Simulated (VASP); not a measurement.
# SnTe (P6_3mc) in VASP: a series of runs

Runs on SnTe. Level: PBE. Tasks: single point.

All numbers are computed with VASP 6.6.1; they aren't measurements. Logs are shortened: lines on timing, memory, paths and dates and some standing lists are left out, and cuts for length are marked.

## Step 1: The cell of the first run

Symmetry: P6_3mc, No. 186, hexagonal system. The conventional cell has a = 5.397 Å, b = 5.397 Å, c = 6.488 Å, α = 90.00°, β = 90.00°, γ = 120.00°. Within 4.0 Å of Sn (site symmetry 3m) lie 5 Te at 3.03 to 3.46 Å. Within 4.0 Å of Te (site symmetry 3m) lie 5 Sn at 3.03 to 3.46 Å.

## Step 2: Single point, PBE

Contents of INCAR:

```
PREC = Accurate
ENCUT = 520
EDIFF = 1E-6
ISMEAR = 0
SIGMA = 0.01
LREAL = False
LASPH = True
NELM = 60
ALGO = Normal
ISIF = 2
LWAVE = False
LCHARG = False
GGA = PE
NBANDS = 28
```

Contents of KPOINTS:

```
regular mesh
0
Gamma
  6 6 4
```

Contents of POSCAR:

```
SnTe
1.0
    5.3967552201      0.0000000000      0.0000000000
   -2.6983776101      4.6737271186      0.0000000000
    0.0000000000      0.0000000000      6.4878041079
Sn Te
2 2
Direct
    0.3333333333      0.6666666667     -0.0459806368
    0.6666666667      0.3333333333      0.4540193632
    0.3333333333      0.6666666667      0.4209806368
    0.6666666667      0.3333333333      0.9209806368
```

Potentials or basis: VASP PAW PBE potentials, release 64 (Sn_d, Te).

Run with:

```console
cat potpaw_PBE.64/Sn_d/POTCAR potpaw_PBE.64/Te/POTCAR > POTCAR
mpirun -np 1 vasp_std > vasp.out
```

OUTCAR:

```text
PREC = Accurate
   ENCUT = 520
   EDIFF = 1E-6
   ISMEAR = 0
   LREAL = False
   LASPH = True
   NELM = 60
   ISIF = 2
   GGA = PE

 ion  position               nearest neighbor table
   1  0.333  0.667  0.954-   3 3.03   4 3.12   4 3.12   4 3.12   3 3.46
   2  0.667  0.333  0.454-   4 3.03   3 3.12   3 3.12   3 3.12   4 3.46
   3  0.333  0.667  0.421-   1 3.03   2 3.12   2 3.12   2 3.12   1 3.46
   4  0.667  0.333  0.921-   2 3.03   1 3.12   1 3.12   1 3.12   2 3.46

  LATTYP: Found a hexagonal cell.
 ALAT       =     5.3967552201
 C/A-ratio  =     1.2021675698

  Lattice vectors:

 A1 = (   5.3967552201,   0.0000000000,   0.0000000000)
 A2 = (  -2.6983776101,   4.6737271186,   0.0000000000)
 A3 = (   0.0000000000,   0.0000000000,   6.4878041079)

Analysis of symmetry for initial positions (statically):
=====================================================================
 Subroutine PRICEL returns:
 Original cell was already a primitive cell.

 Routine SETGRP: Setting up the symmetry group for a
 hexagonal supercell.

 Subroutine GETGRP returns: Found 12 space group operations
 (whereof  6 operations were pure point group operations)
 out of a pool of 24 trial point group operations.

The static configuration has the point symmetry C_3v.
 The point group associated with its full space group is C_6v.

Analysis of symmetry for dynamics (positions and initial velocities):
=====================================================================
 Subroutine PRICEL returns:
 Original cell was already a primitive cell.

 Routine SETGRP: Setting up the symmetry group for a
 hexagonal supercell.

 Subroutine GETGRP returns: Found 12 space group operations
 (whereof  6 operations were pure point group operations)
 out of a pool of 24 trial point group operations.

The dynamic configuration has the point symmetry C_3v.
 The point group associated with its full space group is C_6v.

 Subroutine INISYM returns: Found 12 space group operations
 (whereof  6 operations are pure point group operations),
 and found     1 'primitive' translations

----------------------------------------------------------------------------------------

                                     Primitive cell

  volume of cell :     163.6416

  direct lattice vectors                    reciprocal lattice vectors
     5.396755220  0.000000000  0.000000000     0.185296527  0.106981000  0.000000000
    -2.698377610  4.673727119  0.000000000     0.000000000  0.213962000  0.000000000
     0.000000000  0.000000000  6.487804108     0.000000000  0.000000000  0.154135357

  length of vectors
     5.396755220  5.396755220  6.487804108     0.213962000  0.213962000  0.154135357

  position of ions in fractional coordinates (direct lattice)
     0.333333333  0.666666667  0.954019363
     0.666666667  0.333333333  0.454019363
     0.333333333  0.666666667  0.420980637
     0.666666667  0.333333333  0.920980637

  ion indices of the primitive-cell ions
   primitive index   ion index
                 1           1
                 2           2
                 3           3
                 4           4

----------------------------------------------------------------------------------------

 KPOINTS: regular mesh

Automatic generation of k-mesh.
 Grid dimensions read from file:
 generate k-points for:    6    6    4

 Generating k-lattice:

  Cartesian coordinates                     Fractional coordinates (reciprocal lattice)
     0.030882755  0.017830167  0.000000000     0.166666667  0.000000000  0.000000000
     0.000000000  0.035660333  0.000000000     0.000000000  0.166666667  0.000000000
     0.000000000  0.000000000  0.038533839     0.000000000  0.000000000  0.250000000

  Length of vectors
     0.035660333  0.035660333  0.038533839

  Shift w.r.t. Gamma in fractional coordinates (k-lattice)
     0.000000000  0.000000000  0.000000000

 Subroutine IBZKPT returns following result:
 ===========================================

 Found     21 irreducible k-points:

 Following reciprocal coordinates:
            Coordinates               Weight
  0.000000  0.000000  0.000000      1.000000
  0.166667  0.000000  0.000000      6.000000
  0.333333  0.000000  0.000000      6.000000
  0.500000  0.000000  0.000000      3.000000
  0.166667  0.166667  0.000000      6.000000
  0.333333  0.166667  0.000000     12.000000
[... 13 lines left out ...]
  0.333333  0.166667  0.500000     12.000000
  0.333333  0.333333  0.500000      2.000000
   k-points           NKPTS =     21   k-points in BZ     NKDIM =     21   number of bands    NBANDS=     28
   number of dos      NEDOS =    301   number of ions     NIONS =      4
   total plane-waves  NPLWV =  76800
   dimension x,y,z NGX =    40 NGY =   40 NGZ =   48
   dimension x,y,z NGXF=    80 NGYF=   80 NGZF=   96
   ions per type =               2   2
   NGX,Y,Z   is equivalent  to a cutoff of  12.32, 12.32, 12.30 a.u.
   NGXF,Y,Z  is equivalent  to a cutoff of  24.64, 24.64, 24.60 a.u.
 SYSTEM =  unknown system
   PREC   = accura    normal or accurate (medium, high low for compatibility)
   ISTART =      0    job   : 0-new  1-cont  2-samecut
   ICHARG =      2    charge: 1-file 2-atom 10-const
   ISPIN  =      1    spin polarized calculation?
   LNONCOLLINEAR =      F non collinear calculations
   LSORBIT =      F    spin-orbit coupling
   LASPH  =      T    aspherical Exc in radial PAW
   ENCUT  =  520.0 eV  38.22 Ry    6.18 a.u.  10.03 10.03 12.06*2*pi/ulx,y,z
   NELM   =     60;   NELMIN=  2; NELMDL= -5     # of ELM steps
   EDIFF  = 0.1E-05   stopping-criterion for ELM
   LREAL  =      F    real-space projection
   EDIFFG = 0.1E-04   stopping-criterion for IOM
   NSW    =      0    number of steps for IOM
   IBRION =     -1    ionic relax: 0-MD 1-quasi-New 2-CG
   NFREE  =      0    steps in history (QN), initial steepest desc. (CG)
   ISIF   =      2    stress and relaxation
   ISYM   =      2    0-nonsym 1-usesym 2-fastsym
   POTIM  = 0.5000    time-step for ionic-motion
   TEBEG  =    0.0;   TEEND  =   0.0 temperature during run
   PSTRESS=    0.0 pullay stress
   NELECT =      40.0000    total number of electrons
   NUPDOWN=      -1.0000    fix difference up-down
   EMIN   =  10.00;   EMAX   =-10.00  energy-range for DOS
   EFERMI =   0.00;   METHOD = LEGACY
   ISMEAR =     0;   SIGMA  =   0.01  broadening in eV -4-tet -1-fermi 0-gaus
   EFERMI_NEDOS =   21; number of points for ismear=-14 and -15
   IALGO  =     38    algorithm
   IMIX   =      4    mixing-type and parameters
     AMIX     =   0.40;   BMIX     =  1.00
     AMIX_MAG =   1.60;   BMIX_MAG =  1.00
  volume/ion in A,a.u.               =      40.91       276.08
  Fermi-wavevector in a.u.,A,eV,Ry     =   1.023600  1.934323 14.255596  1.047757
  Thomas-Fermi vector in A             =   2.157342
   LORBIT       =      0    0 simple, 1 ext, 2 COOP (PROOUT), +10 PAW based schemes
   GGA     = PE    functional components
   LHFCALC =     F    Hartree Fock is set to
   AEXX    =    0.0000 exact exchange contribution
   IVDW    =     0    specifies the selected vdW correction
   LEPSILON=     F    determine dielectric tensor
   LRPA    =     F    only Hartree local field effects (RPA)
 non-spin polarized calculation
 Gauss-broadening in eV      SIGMA  =   0.01
  energy-cutoff  :      520.00
  volume of cell :      163.64
 maximum number of plane-waves:      4428
   NGX = 21   NGY = 21   NGZ = 25

 number of electron      39.9999998 magnetization

 Free energy of the ion-electron system (eV)
  ---------------------------------------------------
  ext. energy  EPLUGINS =         0.00000000
  ---------------------------------------------------
  free energy    TOTEN  =       -14.65634104 eV

  energy without entropy =      -14.65634104  energy(sigma->0) =      -14.65634104

 E-fermi :   4.3590     XC(G=0):  -8.0302

 val. band max:        4.2600678940   @ k =   0.3333   0.3333   0.5000
 cond. band min:       4.8864598255   @ k =   0.1667   0.0000   0.0000
 fundamental gap:      0.6263919315
 Fermi energy:         4.3590205612

 k-point     1 :       0.0000    0.0000    0.0000
  band No.  band energies     occupation
      1     -17.4916      2.00000
      2     -17.4916      2.00000
      3     -17.4913      2.00000
      4     -17.4913      2.00000
      5     -17.4843      2.00000
      6     -17.4736      2.00000
[... 20 lines left out ...]
     27       9.0040      0.00000
     28       9.0040      0.00000

 k-point     2 :       0.1667    0.0000    0.0000
  band No.  band energies     occupation
      1     -17.4928      2.00000
      2     -17.4915      2.00000
      3     -17.4915      2.00000
      4     -17.4906      2.00000
      5     -17.4824      2.00000
      6     -17.4738      2.00000
[... 20 lines left out ...]
     27       8.8382      0.00000
     28       9.2734      0.00000

 k-point     3 :       0.3333    0.0000    0.0000
  band No.  band energies     occupation
      1     -17.4944      2.00000
      2     -17.4920      2.00000
      3     -17.4911      2.00000
      4     -17.4896      2.00000
      5     -17.4792      2.00000
      6     -17.4743      2.00000
[... 20 lines left out ...]
     27       8.7134      0.00000
     28       9.4941      0.00000

 k-point     4 :       0.5000    0.0000    0.0000
  band No.  band energies     occupation
      1     -17.4950      2.00000
      2     -17.4923      2.00000
      3     -17.4908      2.00000
      4     -17.4891      2.00000
      5     -17.4773      2.00000
      6     -17.4748      2.00000
[... 485 lines left out ...]
     27      10.3178      0.00000
     28      10.3178      0.00000

 k-point    20 :       0.3333    0.1667    0.5000
  band No.  band energies     occupation
      1     -17.4925      2.00000
      2     -17.4925      2.00000
      3     -17.4902      2.00000
      4     -17.4902      2.00000
      5     -17.4773      2.00000
      6     -17.4773      2.00000
[... 20 lines left out ...]
     27       9.4345      0.00000
     28       9.4345      0.00000

 k-point    21 :       0.3333    0.3333    0.5000
  band No.  band energies     occupation
      1     -17.4925      2.00000
      2     -17.4925      2.00000
      3     -17.4900      2.00000
      4     -17.4900      2.00000
      5     -17.4773      2.00000
      6     -17.4773      2.00000
[... 20 lines left out ...]
     27       9.0967      0.00000
     28       9.0967      0.00000

------------------------ aborting loop because EDIFF is reached ----------------------------------------

  FORCE on cell =-STRESS in cart. coord.  units (eV):
  Direction    XX          YY          ZZ          XY          YZ          ZX
  --------------------------------------------------------------------------------------
  -------------------------------------------------------------------------------------
  Total        0.5235026      0.5235026      0.8544501     -0.0000000      0.0000000      0.0000000
  in kB        5.1254926      5.1254926      8.3657227     -0.0000000      0.0000000      0.0000000
  external PRESSURE =       6.2055693 kB  Pullay stress =       0.0000000 kB

 VOLUME and BASIS-vectors are now :
 -----------------------------------------------------------------------------
  energy-cutoff  :      520.00
  volume of cell :      163.64
      direct lattice vectors                 reciprocal lattice vectors
     5.396755220  0.000000000  0.000000000     0.185296527  0.106981000  0.000000000
    -2.698377610  4.673727119  0.000000000     0.000000000  0.213962000  0.000000000
     0.000000000  0.000000000  6.487804108     0.000000000  0.000000000  0.154135357

 POSITION                                       TOTAL-FORCE (eV/Angst)
 -----------------------------------------------------------------------------------
     -0.00000      3.11582      6.18949        -0.000000      0.000000     -0.081613
      2.69838      1.55791      2.94559         0.000000      0.000000     -0.081613
     -0.00000      3.11582      2.73124         0.000000     -0.000000      0.081613
      2.69838      1.55791      5.97514        -0.000000      0.000000      0.081613
 -----------------------------------------------------------------------------------
    total drift:                               -0.000000     -0.000000      0.001383

  FREE ENERGIE OF THE ION-ELECTRON SYSTEM (eV)
  ---------------------------------------------------
  free  energy   TOTEN  =       -14.6563410385 eV

  energy  without entropy=      -14.6563410385  energy(sigma->0) =      -14.65634104
```

Wall time 63 s (1 thread of AMD EPYC 7R13 (Zen 3), shared host); peak memory 0.27 GiB.

Results:

```
Free energy            : -14.6563 eV
Pressure               : 0.6 GPa
Largest force          : 0.082 eV/Å
Band gap on the k mesh : 0.63 eV, indirect (least direct gap 0.73 eV)
```

Forces on the atoms (eV/Å):
```
Sn   0.000  0.000 -0.082
Sn   0.000  0.000 -0.082
Te   0.000  0.000  0.082
Te   0.000  0.000  0.082
```

Caveat: spin-orbit coupling is left out, which moves the levels of the heavy elements. A k mesh can miss the band edges.

## Step 3: Single point, PBE

Contents of INCAR:

```
SYSTEM = SnTe
ALGO = Normal ; EDIFF = 1E-6
ENCUT = 520 ; GGA = PE
ISIF = 2 ; ISMEAR = 0
LASPH = .TRUE. ; LCHARG = .FALSE.
LREAL = .FALSE. ; LWAVE = .FALSE.
NBANDS = 28 ; NELM = 60
PREC = Accurate ; SIGMA = 0.01
```

Contents of KPOINTS:

```
k-points
0
G
  6 6 4
  0 0 0
```

POSCAR is that of step 2.

Potentials or basis: VASP PAW PBE potentials, release 64 (Sn_d, Te).

Run with:

```console
cat potpaw_PBE.64/Sn_d/POTCAR potpaw_PBE.64/Te/POTCAR > POTCAR
mpirun -np 1 vasp_std > vasp.out
```

Wall time 60 s (1 thread of AMD EPYC 7R13 (Zen 3), shared host); peak memory 0.27 GiB.

The run converged. Its results:

| Item | Value |
| --- | --- |
| Free energy | -14.6563 eV |
| Pressure | 0.6 GPa |
| Largest force | 0.082 eV/Å |
| Band gap on the k mesh | 0.63 eV, indirect (least direct gap 0.73 eV) |

Forces in eV/Å, atoms in the order of the input:
```
Sn   0.000  0.000 -0.082
Sn   0.000  0.000 -0.082
Te   0.000  0.000  0.082
Te   0.000  0.000  0.082
```

Stress tensor (GPa, compression positive):
```
0.51 0.00 0.00
0.00 0.51 0.00
0.00 0.00 0.84
```

Levels at points of the mesh, in eV from the valence-band top:
```
           k point  band 17  band 18  band 19  band 20  band 21  band 22  band 23  band 24
(0.00, 0.00, 0.00)    -3.33    -1.97    -1.97    -1.96     0.64     0.64     2.30     2.30
(0.50, 0.00, 0.00)    -3.13    -2.35    -2.19    -0.58     1.82     2.60     3.18     3.65
(0.00, 0.00, 0.50)    -2.72    -2.72    -1.57    -1.57     1.19     1.19     1.19     1.19
(0.50, 0.00, 0.50)    -2.05    -2.05    -0.84    -0.84     0.81     0.81     2.45     2.45
```

Caveat: spin-orbit coupling is left out, which moves the levels of the heavy elements.
